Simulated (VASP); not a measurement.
# LiSi16 (a cell with a defect) in VASP: further runs, part 2 of 2

VASP 6.6.1. The steps go on from the part before.

### Step 3. Single point, PBEsol

Input file INCAR:

```
SYSTEM = LiSi16
ALGO = Normal
EDIFF = 1E-7
ENCUT = 520
GGA = PS
ISIF = 2
ISMEAR = -1
LASPH = .True.
LCHARG = .False.
LREAL = Auto
LWAVE = .False.
NBANDS = 48
NELECT = 66.0
NELM = 100
PREC = Accurate
SIGMA = 0.02
```

Input file KPOINTS:

```
k-points
0
Gamma
  2 2 2
  0 0 0
```

Input file POSCAR:

```
LiSi16
1.0
    0.0000000000      5.4300000000      5.4300000000
    5.4300000000      0.0000000000      5.4300000000
    5.4300000000      5.4300000000      0.0000000000
Si Li
16 1
Direct
    0.5979558011     -0.1692449355     -0.1519521179
    0.3736279926      0.1157642726     -0.0203499079
   -0.0710313076      0.1139779006      0.4908287293
    0.2783333333      0.2093278085      0.5675966851
    0.0043646409      0.4824677716      0.0029097606
   -0.1010036832      0.4768232044      0.3739502762
   -0.3713167587      0.6971546961      0.5493093923
    0.0099815838      0.5544014733      0.5844014733
    0.4699815838      0.3506998158      0.0283425414
    0.8690055249      0.2018416206      0.0561325967
    0.3297605893     -0.0186556169      0.3355432781
    0.6437200737      0.0561325967      0.3963351750
    0.2316298343      0.6707274401      0.0805248619
    0.4591528545      0.6601657459      0.2575506446
    0.3676427256      0.4461325967      0.6877532228
    0.8375690608      0.2514364641      0.7283793738
    1.0391252302     -0.1516482505      0.8778176796
```

Potentials or basis: VASP PAW PBE potentials, release 64 (Si, Li_sv).

The run is started by

```sh
$ cat potpaw_PBE.64/Si/POTCAR potpaw_PBE.64/Li_sv/POTCAR > POTCAR
$ mpirun -np 1 vasp_std > vasp.out
```

OUTCAR:

```text
SYSTEM = LiSi16
   EDIFF = 1E-7
   ENCUT = 520
   GGA = PS
   ISIF = 2
   ISMEAR = -1
   LASPH = .True.
   LREAL = Auto
   NELECT = 66.0
   NELM = 100
   PREC = Accurate

 ion  position               nearest neighbor table
   1  0.598  0.831  0.848-   2 2.34  14 2.58   7 2.82  12 2.92  13 2.98   8 3.13
   2  0.374  0.116  0.980-  11 2.29   1 2.34  15 2.40   9 2.50   5 2.83  14 2.98
   3  0.929  0.114  0.491-  16 2.20   6 2.38  11 2.52  12 2.90
   4  0.278  0.209  0.568-  12 2.35   8 2.43  11 2.85  15 2.86  16 2.87
   5  0.004  0.482  0.003-   6 2.53  17 2.59  10 2.61  15 2.62   2 2.83   8 2.96
   6  0.899  0.477  0.374-   7 2.23  16 2.33   3 2.38   5 2.53   8 2.56  13 2.92
   7  0.629  0.697  0.549-   6 2.23  12 2.44   8 2.67  11 2.81   1 2.82  16 2.86  15 2.92
   8  0.010  0.554  0.584-   4 2.43   6 2.56   7 2.67  16 2.73  15 2.85   5 2.96   1 3.13
   9  0.470  0.351  0.028-  13 2.30   2 2.50  16 2.64  15 2.75  10 2.77  11 2.93  12 3.04
  10  0.869  0.202  0.056-  12 2.36  16 2.47   5 2.61   9 2.77
  11  0.330  0.981  0.336-   2 2.29  14 2.42   3 2.52   7 2.81   4 2.85   9 2.93  12 3.02
  12  0.644  0.056  0.396-   4 2.35  10 2.36   7 2.44   3 2.90   1 2.92  11 3.02   9 3.04
  13  0.232  0.671  0.081-  17 2.15   9 2.30  14 2.65   6 2.92   1 2.98
  14  0.459  0.660  0.258-  11 2.42   1 2.58  13 2.65  15 2.74   2 2.98
[... 213 lines left out ...]
      4      -3.3706      2.00000
      5      -3.1677      2.00000
      6      -3.0536      2.00000
[... 373 lines left out ...]
     44       9.0981      0.00000
     45       9.4812      0.00000
 [bands above 45 left out]

------------------------ aborting loop because EDIFF is reached ----------------------------------------

  FORCE on cell =-STRESS in cart. coord.  units (eV):
  Direction    XX          YY          ZZ          XY          YZ          ZX
  --------------------------------------------------------------------------------------
  -------------------------------------------------------------------------------------
  Total      -12.3652391    -16.5012692    -21.8414184     -1.9345715     -7.0218303      0.8704892
  in kB      -61.8704989    -82.5654680   -109.2853473     -9.6797887    -35.1343097      4.3555648
  external PRESSURE =     -84.5737714 kB  Pullay stress =       0.0000000 kB

 VOLUME and BASIS-vectors are now :
 -----------------------------------------------------------------------------
  energy-cutoff  :      520.00
  volume of cell :      320.21
      direct lattice vectors                 reciprocal lattice vectors
     0.000000000  5.430000000  5.430000000    -0.092081031  0.092081031  0.092081031
     5.430000000  0.000000000  5.430000000     0.092081031 -0.092081031  0.092081031
     5.430000000  5.430000000  0.000000000     0.092081031  0.092081031 -0.092081031

 POSITION                                       TOTAL-FORCE (eV/Angst)
 -----------------------------------------------------------------------------------
      9.11590      7.85180      7.75790        -1.259851     -0.142815     -0.299996
      5.94810      7.34830      2.65740         0.277296     -1.173249      0.365384
      3.28410      7.70950      5.66320        -1.981222     -0.642327     -0.971656
      4.21870      4.59340      2.64800         0.362235      0.065370     -0.337674
      2.63560      0.03950      2.64350        -0.885386     -0.310051     -0.997005
      4.61970      6.91210      7.47070        -1.814273     -0.806766      1.501786
[... 9 lines left out ...]
      5.32040      8.50310      5.91330         2.571966      1.126024     -0.176800
      9.37310      4.97900      4.81900        -0.129051     -2.036159      0.284273
 -----------------------------------------------------------------------------------
    total drift:                                0.001651     -0.001769      0.003144

  FREE ENERGIE OF THE ION-ELECTRON SYSTEM (eV)
  ---------------------------------------------------
  free  energy   TOTEN  =       -89.8455622626 eV

  energy  without entropy=      -89.8349217948  energy(sigma->0) =      -89.84024203
```

Run time: 3.4 min. Hardware: 1 thread of AMD EPYC 7R43 (Zen 3), shared host; peak memory 0.44 GiB.

What came out:

```
Free energy   : -89.8456 eV
Largest force : 2.813 eV/Å
```

Forces on the atoms (eV/Å):
```
Si  -1.260 -0.143 -0.300
Si   0.277 -1.173  0.365
Si  -1.981 -0.642 -0.972
Si   0.362  0.065 -0.338
Si  -0.885 -0.310 -0.997
Si  -1.814 -0.807  1.502
Si   1.721 -0.375 -0.270
Si   0.097  0.145  0.212
Si  -0.952  0.877 -0.051
Si   0.341 -0.318  0.669
Si   0.973  0.673 -0.400
Si  -0.019  0.692  0.404
Si   0.852  2.658  0.153
Si  -0.079 -0.014 -0.418
Si  -0.076 -0.418  0.332
Si   2.572  1.126 -0.177
Li  -0.129 -2.036  0.284
```

Caveat: the k points lie up to 0.50 Å⁻¹ apart; the cell carries a net charge on a neutralising background, which shifts energy and pressure; the cell is charged against a uniform background, so pressure and absolute levels hang on convention; the cutoff is under 1.25 times the usual one of these potentials, so pressure, stress and relaxed cells hold a basis-set (Pulay) error; the PAW data sets were made with another functional, which shifts forces and pressure a little.

### Step 4. Single point, PBEsol

Input file INCAR:

```
  PREC = Accurate
  ENCUT = 520
  EDIFF = 1E-7
  ISMEAR = -1
  SIGMA = 0.02
  LREAL = Auto
  LASPH = T
  NELM = 100
  ALGO = Normal
  ISIF = 2
  LWAVE = F
  LCHARG = T
  GGA = PS
  LELF = T
  LVHAR = T
  NBANDS = 48
  NELECT = 66.0
```

Input file KPOINTS:

```
Automatic mesh
0
Gamma
  2 2 2
```

Input file POSCAR:

```
LiSi16
1.0
    0.0000000000      5.4300000000      5.4300000000
    5.4300000000      0.0000000000      5.4300000000
    5.4300000000      5.4300000000      0.0000000000
Si Li
16 1
Direct
    0.8854235727     -0.2703775322     -0.2768416206
    0.4198158379      0.1647513812      0.0865009208
   -0.1708195212      0.1871546961      0.5187569061
    0.2319244936      0.2149263352      0.4782780847
    0.1200368324      0.3883425414     -0.1317679558
   -0.1463167587      0.5173848987      0.2443093923
   -0.4370441989      0.7369337017      0.5028268877
    0.0476427256      0.5489502762      0.4699263352
    0.4827808471      0.3934438306      0.1383609576
    0.9003130755      0.0871823204      0.1183793738
    0.1421823204     -0.0730110497      0.5213720074
    0.6351197053      0.0272744015      0.4782688766
    0.1864732965      0.7512983425      0.0763812155
    0.3908287293      0.6503130755      0.3367955801
    0.4967955801      0.3518047882      0.6997237569
    0.7845395948      0.4136740331      0.6955340700
    0.8757550645     -0.1147974217      0.9202854512
```

The run is started by

```sh
$ cat potpaw_PBE.64/Si/POTCAR potpaw_PBE.64/Li_sv/POTCAR > POTCAR
$ mpirun -np 1 vasp_std > vasp.out
```

Run time: 3.9 min. Hardware: 1 thread of AMD EPYC 7R43 (Zen 3), shared host; peak memory 0.44 GiB.

Results (log left out):

| Quantity | Value |
| --- | --- |
| Free energy | -90.0523 eV |
| Largest force | 3.281 eV/Å |

Forces on the atoms (eV/Å):
```
Si  -0.370 -0.658 -0.376
Si  -0.301 -0.584 -1.159
Si  -0.510 -1.293  0.273
Si  -1.739  1.630 -0.414
Si   0.310  0.972 -1.164
Si   0.088  0.029  0.531
Si  -0.536 -0.370 -0.302
Si   0.501 -1.050  3.068
Si   0.182  0.536  0.851
Si   0.322 -0.258  0.912
Si  -1.221  1.493  0.767
Si  -0.005 -0.373 -0.050
Si   0.446  0.282 -0.696
Si   0.084  0.202 -0.199
Si   0.901 -1.408 -0.513
Si   0.870  0.574 -1.686
Li   0.977  0.277  0.155
```

Levels at points of the mesh, in eV from the Fermi level:
```
           k point  band 30  band 31  band 32  band 33  band 34  band 35  band 36  band 37
(0.00, 0.00, 0.00)    -0.53    -0.42    -0.12     0.06     0.23     0.40     0.58     0.79
(0.50, 0.00, 0.00)    -1.16    -0.94    -0.74    -0.45     0.20     0.42     0.87     1.09
(0.00, 0.50, 0.00)    -0.97    -0.50    -0.32    -0.13     0.30     0.43     0.73     0.93
(0.00, 0.00, 0.50)    -1.33    -0.68    -0.55    -0.30    -0.01     0.11     0.42     0.80
(0.50, 0.50, 0.50)    -0.95    -0.76    -0.38    -0.31    -0.01     0.37     0.44     0.87
(0.50, 0.50, 0.00)    -1.08    -0.67    -0.31    -0.03     0.05     0.40     0.49     0.83
(0.00, 0.50, 0.50)    -0.78    -0.56    -0.36    -0.02     0.15     0.33     0.53     0.89
(0.50, 0.00, 0.50)    -1.02    -0.80    -0.57    -0.45     0.03     0.21     0.87     1.04
```

Caveat: the k points lie up to 0.50 Å⁻¹ apart; the cell carries a net charge on a neutralising background, which shifts energy and pressure; the cell is charged against a uniform background, so pressure and absolute levels hang on convention; the cutoff is under 1.25 times the usual one of these potentials, so pressure, stress and relaxed cells hold a basis-set (Pulay) error; the PAW data sets were made with another functional, which shifts forces and pressure a little.
